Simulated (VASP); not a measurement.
# Ru (P6_3/mmc) in VASP: a series of runs, part 3 of 3

VASP 6.6.1. The steps go on from the part before.

## Step 5: Single point, PBE

This run uses another cell than the first one, of 13.24 Å³/atom, 1.083 times its volume.

The input, INCAR:

```
PREC = Accurate
ENCUT = 520
EDIFF = 1E-6
ISMEAR = 1
SIGMA = 0.05
LREAL = False
LASPH = True
NELM = 80
ALGO = Normal
ISIF = 2
LWAVE = False
LCHARG = False
GGA = PE
NBANDS = 21
```

The input, KPOINTS:

```
regular mesh
0
Gamma
  12 12 7
```

The input, POSCAR:

```
Ru
1.0
    2.6830611098      0.0000000000      0.0000000000
   -1.3415305549      2.3235990834      0.0000000000
    0.0000000000      0.0000000000      4.2459159458
Ru
2
Direct
    0.3333333333      0.6666666667      0.2500000000
    0.6666666667      0.3333333333      0.7500000000
```

Potentials or basis: VASP PAW PBE potentials, release 64 (Ru_pv).

Run with:

```console
cat potpaw_PBE.64/Ru_pv/POTCAR > POTCAR
mpirun -np 1 vasp_std > vasp.out
```

OUTCAR:

```text
PREC = Accurate
   ENCUT = 520
   EDIFF = 1E-6
   ISMEAR = 1
   LREAL = False
   LASPH = True
   NELM = 80
   ISIF = 2
   GGA = PE

 ion  position               nearest neighbor table
   1  0.333  0.667  0.250-   2 2.63   2 2.63   2 2.63   2 2.63   2 2.63   2 2.63
   2  0.667  0.333  0.750-   1 2.63   1 2.63   1 2.63   1 2.63   1 2.63   1 2.63

  LATTYP: Found a hexagonal cell.
 ALAT       =     2.6830611098
 C/A-ratio  =     1.5824894671

  Lattice vectors:

 A1 = (   2.6830611098,   0.0000000000,   0.0000000000)
 A2 = (  -1.3415305549,   2.3235990834,   0.0000000000)
 A3 = (   0.0000000000,   0.0000000000,   4.2459159458)

Analysis of symmetry for initial positions (statically):
=====================================================================
 Subroutine PRICEL returns:
 Original cell was already a primitive cell.

 Routine SETGRP: Setting up the symmetry group for a
 hexagonal supercell.

 Subroutine GETGRP returns: Found 24 space group operations
 (whereof 12 operations were pure point group operations)
 out of a pool of 24 trial point group operations.

The static configuration has the point symmetry D_3d.
 The point group associated with its full space group is D_6h.

Analysis of symmetry for dynamics (positions and initial velocities):
=====================================================================
 Subroutine PRICEL returns:
 Original cell was already a primitive cell.

 Routine SETGRP: Setting up the symmetry group for a
 hexagonal supercell.

 Subroutine GETGRP returns: Found 24 space group operations
 (whereof 12 operations were pure point group operations)
 out of a pool of 24 trial point group operations.

The dynamic configuration has the point symmetry D_3d.
 The point group associated with its full space group is D_6h.

 Subroutine INISYM returns: Found 24 space group operations
 (whereof 12 operations are pure point group operations),
 and found     1 'primitive' translations

----------------------------------------------------------------------------------------

                                     Primitive cell

  volume of cell :      26.4706

  direct lattice vectors                    reciprocal lattice vectors
     2.683061110  0.000000000  0.000000000     0.372708619  0.215183421  0.000000000
    -1.341530555  2.323599083  0.000000000     0.000000000  0.430366842  0.000000000
     0.000000000  0.000000000  4.245915946     0.000000000  0.000000000  0.235520442

  length of vectors
     2.683061110  2.683061112  4.245915946     0.430366843  0.430366842  0.235520442

  position of ions in fractional coordinates (direct lattice)
     0.333333333  0.666666667  0.250000000
     0.666666667  0.333333333  0.750000000

  ion indices of the primitive-cell ions
   primitive index   ion index
                 1           1
                 2           2

----------------------------------------------------------------------------------------

 KPOINTS: regular mesh

Automatic generation of k-mesh.
 Grid dimensions read from file:
 generate k-points for:   12   12    7

 Generating k-lattice:

  Cartesian coordinates                     Fractional coordinates (reciprocal lattice)
     0.031059052  0.017931952  0.000000000     0.083333333  0.000000000  0.000000000
     0.000000000  0.035863904  0.000000000     0.000000000  0.083333333  0.000000000
     0.000000000  0.000000000  0.033645777     0.000000000  0.000000000  0.142857143

  Length of vectors
     0.035863904  0.035863904  0.033645777

  Shift w.r.t. Gamma in fractional coordinates (k-lattice)
     0.000000000  0.000000000  0.000000000

 Subroutine IBZKPT returns following result:
 ===========================================

 Found     76 irreducible k-points:

 Following reciprocal coordinates:
            Coordinates               Weight
  0.000000  0.000000  0.000000      1.000000
  0.083333  0.000000  0.000000      6.000000
  0.166667  0.000000  0.000000      6.000000
  0.250000 -0.000000  0.000000      6.000000
  0.333333  0.000000  0.000000      6.000000
  0.416667  0.000000  0.000000      6.000000
[... 16 lines left out ...]
  0.250000 -0.000000  0.142857     12.000000
  0.333333  0.000000  0.142857     12.000000
 [... further k-points ...]
   k-points           NKPTS =     76   k-points in BZ     NKDIM =     76   number of bands    NBANDS=     21
   number of dos      NEDOS =    301   number of ions     NIONS =      2
   total plane-waves  NPLWV =  12800
   dimension x,y,z NGX =    20 NGY =   20 NGZ =   32
   dimension x,y,z NGXF=    40 NGYF=   40 NGZF=   64
   ions per type =               2
   NGX,Y,Z   is equivalent  to a cutoff of  12.39, 12.39, 12.53 a.u.
   NGXF,Y,Z  is equivalent  to a cutoff of  24.78, 24.78, 25.06 a.u.
 SYSTEM =  unknown system
   PREC   = accura    normal or accurate (medium, high low for compatibility)
   ISTART =      0    job   : 0-new  1-cont  2-samecut
   ICHARG =      2    charge: 1-file 2-atom 10-const
   ISPIN  =      1    spin polarized calculation?
   LNONCOLLINEAR =      F non collinear calculations
   LSORBIT =      F    spin-orbit coupling
   LASPH  =      T    aspherical Exc in radial PAW
   ENCUT  =  520.0 eV  38.22 Ry    6.18 a.u.   4.99  4.99  7.89*2*pi/ulx,y,z
   NELM   =     80;   NELMIN=  2; NELMDL= -5     # of ELM steps
   EDIFF  = 0.1E-05   stopping-criterion for ELM
   LREAL  =      F    real-space projection
   EDIFFG = 0.1E-04   stopping-criterion for IOM
   NSW    =      0    number of steps for IOM
   IBRION =     -1    ionic relax: 0-MD 1-quasi-New 2-CG
   NFREE  =      0    steps in history (QN), initial steepest desc. (CG)
   ISIF   =      2    stress and relaxation
   ISYM   =      2    0-nonsym 1-usesym 2-fastsym
   POTIM  = 0.5000    time-step for ionic-motion
   TEBEG  =    0.0;   TEEND  =   0.0 temperature during run
   PSTRESS=    0.0 pullay stress
   NELECT =      28.0000    total number of electrons
   NUPDOWN=      -1.0000    fix difference up-down
   EMIN   =  10.00;   EMAX   =-10.00  energy-range for DOS
   EFERMI =   0.00;   METHOD = LEGACY
   ISMEAR =     1;   SIGMA  =   0.05  broadening in eV -4-tet -1-fermi 0-gaus
   EFERMI_NEDOS =   21; number of points for ismear=-14 and -15
   IALGO  =     38    algorithm
   IMIX   =      4    mixing-type and parameters
     AMIX     =   0.40;   BMIX     =  1.00
     AMIX_MAG =   1.60;   BMIX_MAG =  1.00
  volume/ion in A,a.u.               =      13.24        89.32
  Fermi-wavevector in a.u.,A,eV,Ry     =   1.668040  3.152139 37.856271  2.782357
  Thomas-Fermi vector in A             =   2.753957
   LORBIT       =      0    0 simple, 1 ext, 2 COOP (PROOUT), +10 PAW based schemes
   GGA     = PE    functional components
   LHFCALC =     F    Hartree Fock is set to
   AEXX    =    0.0000 exact exchange contribution
   IVDW    =     0    specifies the selected vdW correction
   LEPSILON=     F    determine dielectric tensor
   LRPA    =     F    only Hartree local field effects (RPA)
 non-spin polarized calculation
 Methfessel and Paxton  Order N= 1 SIGMA  =   0.05
  energy-cutoff  :      520.00
  volume of cell :       26.47
 maximum number of plane-waves:       732
 NGX is ok and might be reduce to    20
   NGX =  9   NGY =  9   NGZ = 15

 number of electron      27.9999995 magnetization

 Free energy of the ion-electron system (eV)
  ---------------------------------------------------
  ext. energy  EPLUGINS =         0.00000000
  ---------------------------------------------------
  free energy    TOTEN  =       -18.43428704 eV

  energy without entropy =      -18.43444089  energy(sigma->0) =      -18.43433832

 E-fermi :  13.3455     XC(G=0): -14.2802

 val. band max:       13.3357206829   @ k =   0.3333   0.1667   0.2857
 cond. band min:      13.3656284866   @ k =   0.3333   0.0833   0.2857
 fundamental gap:      0.0299078037
 Fermi energy:        13.3455171944

 k-point     1 :       0.0000    0.0000    0.0000
  band No.  band energies     occupation
      1     -30.4394      2.00000
      2     -29.4376      2.00000
      3     -29.4376      2.00000
      4     -29.2537      2.00000
      5     -29.2537      2.00000
      6     -29.1970      2.00000
[... 13 lines left out ...]
     20      23.6833      0.00000
     21      23.9568      0.00000

 k-point     2 :       0.0833    0.0000    0.0000
  band No.  band energies     occupation
      1     -30.4138      2.00000
      2     -29.4923      2.00000
      3     -29.4560      2.00000
      4     -29.3107      2.00000
      5     -29.2612      2.00000
      6     -29.2089      2.00000
[... 520 lines left out ...]
 k-point    24 :       0.3333    0.0000    0.1429
  band No.  band energies     occupation
      1     -30.1789      2.00000
      2     -29.9526      2.00000
      3     -29.8730      2.00000
      4     -29.6158      2.00000
      5     -29.3819      2.00000
      6     -29.3624      2.00000
[... 13 lines left out ...]
     20      23.6830      0.00000
     21      25.1098      0.00000

 [... further k-points ...]
[... 5 lines left out ...]
  --------------------------------------------------------------------------------------
  -------------------------------------------------------------------------------------
  Total        2.1406354      2.1406354      2.3121052     -0.0000000     -0.0000000      0.0000000
  in kB      129.5657284    129.5657286    139.9442398     -0.0000000     -0.0000000      0.0000000
  external PRESSURE =     133.0252323 kB  Pullay stress =       0.0000000 kB

 VOLUME and BASIS-vectors are now :
 -----------------------------------------------------------------------------
  energy-cutoff  :      520.00
  volume of cell :       26.47
      direct lattice vectors                 reciprocal lattice vectors
     2.683061110  0.000000000  0.000000000     0.372708619  0.215183421  0.000000000
    -1.341530555  2.323599083  0.000000000     0.000000000  0.430366842  0.000000000
     0.000000000  0.000000000  4.245915946     0.000000000  0.000000000  0.235520442

 POSITION                                       TOTAL-FORCE (eV/Angst)
 -----------------------------------------------------------------------------------
     -0.00000      1.54907      1.06148         0.000000     -0.000000      0.000000
      1.34153      0.77453      3.18444        -0.000000      0.000000      0.000000
 -----------------------------------------------------------------------------------
    total drift:                               -0.000000      0.000000     -0.000000

  FREE ENERGIE OF THE ION-ELECTRON SYSTEM (eV)
  ---------------------------------------------------
  free  energy   TOTEN  =       -18.4342870394 eV

  energy  without entropy=      -18.4344408921  energy(sigma->0) =      -18.43433832
```

stdout:

```text
POSCAR found type information on POSCAR Ru
 POSCAR found :  1 types and       2 ions
 scaLAPACK will be used
 LDA part: xc-table for (Slater+PW92), standard interpolation
 POSCAR, INCAR and KPOINTS ok, starting setup
 FFT: planning ... GRIDC
 FFT: planning ... GRID_SOFT
 FFT: planning ... GRID
 WAVECAR not read
 entering main loop
```

It took 32 s on 1 thread of Intel Xeon Platinum 8259CL at 2.50GHz (Skylake/Cascade Lake), shared host; peak memory 0.16 GiB.

Results:

- Free energy: -18.4343 eV
- Pressure: 13.3 GPa
- Band gap on the k mesh: zero (band 14 reaches 14.79 eV, above the bottom of band 15 at 11.71 eV)

## Step 6: Single point, PBE

This run uses another cell than the first one, of 13.57 Å³/atom, 1.111 times its volume.

Changes to INCAR since step 5:

```diff
@@ -11,4 +11,6 @@
 LWAVE = False
-LCHARG = False
+LCHARG = True
 GGA = PE
+LELF = True
+LVHAR = True
 NBANDS = 21
```

KPOINTS is that of step 5.

The input, POSCAR:

```
Ru
1.0
    2.7058000000      0.0000000000      0.0000000000
   -1.3529000000      2.3432915400      0.0000000000
    0.0000000000      0.0000000000      4.2819000000
Ru
2
Direct
    0.3333333333      0.6666666667      0.2500000000
    0.6666666667      0.3333333333      0.7500000000
```

Potentials or basis: VASP PAW PBE potentials, release 64 (Ru_pv).

Run with:

```console
cat potpaw_PBE.64/Ru_pv/POTCAR > POTCAR
mpirun -np 1 vasp_std > vasp.out
```

It took 46 s on 1 thread of Intel Xeon Platinum 8259CL at 2.50GHz (Skylake/Cascade Lake), shared host; peak memory 0.15 GiB.

It converged, with:

* Free energy: -18.4716 eV
* Pressure: 4.3 GPa
* Band gap on the k mesh: zero (band 14 reaches 14.26 eV, above the bottom of band 15 at 11.30 eV)

Stress tensor (GPa, compression positive):
```
4.13 0.00 0.00
0.00 4.13 0.00
0.00 0.00 4.58
```

Levels at points of the mesh, in eV from the Fermi level:
```tsv
k point	band 12	band 13	band 14	band 15	band 16	band 17
(0.00, 0.00, 0.00)	-1.96	-1.96	-1.43	-1.43	1.14	1.14
(0.50, 0.00, 0.00)	-1.83	-1.56	1.38	1.80	1.88	4.03
```

## Step 7: The runs side by side

| cell | gap on the mesh (eV) | pressure (GPa) |
| --- | --- | --- |
| a = 2.612, b = 2.612, c = 4.134 Å, angles 90.0, 90.0, 120.0°, 2 atoms | none | 49.7 |
| a = 2.636, b = 2.636, c = 4.172 Å, angles 90.0, 90.0, 120.0°, 2 atoms | none | 35.8 |
| a = 2.660, b = 2.660, c = 4.209 Å, angles 90.0, 90.0, 120.0°, 2 atoms | none | 23.7 |
| a = 2.683, b = 2.683, c = 4.246 Å, angles 90.0, 90.0, 120.0°, 2 atoms | none | 13.3 |
| a = 2.706, b = 2.706, c = 4.282 Å, angles 90.0, 90.0, 120.0°, 2 atoms | none | 4.3 |

Alike in all rows: task single point; level PBE; potentials or basis VASP PAW PBE potentials, release 64 (Ru_pv); no spin polarisation; k mesh 12 × 12 × 7; cutoff (eV) 520; smearing methfessel-paxton 0.05 eV.

Total energies depend on the potentials used, so only differences within one code and one set of settings carry meaning.
